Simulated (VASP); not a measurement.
## Zr: single point with PBE

The system is Zr.

```
Zr
1.0
     3.10272    0.00000    0.00000
    -1.55136    2.91095    0.00000
     0.00000    0.00000    5.14700
Zr
2
Direct
  0.33333 0.66667 0.25000
  0.66667 0.33333 0.75000
```

This cell differs from its parent crystal: strain -0.0400 x Voigt [1, -1, 0, 0, 0, 0].

```json
{"Program": "VASP 6.6.1", "Task": "single point", "Functional": "PBE", "Potentials or basis": "VASP PAW PBE potentials, release 64 (Zr_sv)", "Cutoff": "520 eV", "k mesh": "18 × 18 × 10", "Occupations": "gaussian, width 0.15 eV", "Spin": "no spin polarisation"}
```

```json
{
  "Pressure": "0.6 GPa",
  "Largest force": "0.116 eV/Å",
  "Band gap on the k mesh": "zero (bands 12 and 13 overlap by 1.20 eV)"
}
```

Forces on the atoms (eV/Å):
```
Zr   0.000  0.116  0.000
Zr   0.000 -0.116  0.000
```

Stress tensor (GPa, compression positive):
```
 4.41  0.00  0.00
 0.00 -2.95  0.00
 0.00  0.00  0.43
```

Levels at points of the mesh, in eV from the Fermi level:
```
           k point  band 9  band 10  band 11  band 12  band 13  band 14  band 15  band 16
(0.00, 0.00, 0.00)   -5.62    -2.99     0.27     0.94     1.11     1.21     1.59     1.97
(0.50, 0.00, 0.00)   -2.54    -2.44    -2.12     0.01     0.23     0.97     1.72     4.84
(0.00, 0.50, 0.00)   -2.52    -2.50    -2.08    -0.48     0.73     1.09     1.12     4.83
(0.00, 0.00, 0.50)   -3.91    -3.91     0.06     0.06     0.25     0.25     1.41     1.41
(0.50, 0.00, 0.50)   -2.81    -2.81    -1.00    -1.00     1.85     1.85     2.06     2.06
(0.00, 0.50, 0.50)   -2.87    -2.87    -1.08    -1.08     1.36     1.36     2.70     2.70
```

Wall time 13 min on 1 thread of Intel(R) Xeon(R) Platinum 8488C (Sapphire Rapids), on a shared host, peak memory 0.47 GiB.

Caveat: the cell differs from its parent crystal (strain -0.0400 x Voigt [1, -1, 0, 0, 0, 0]).
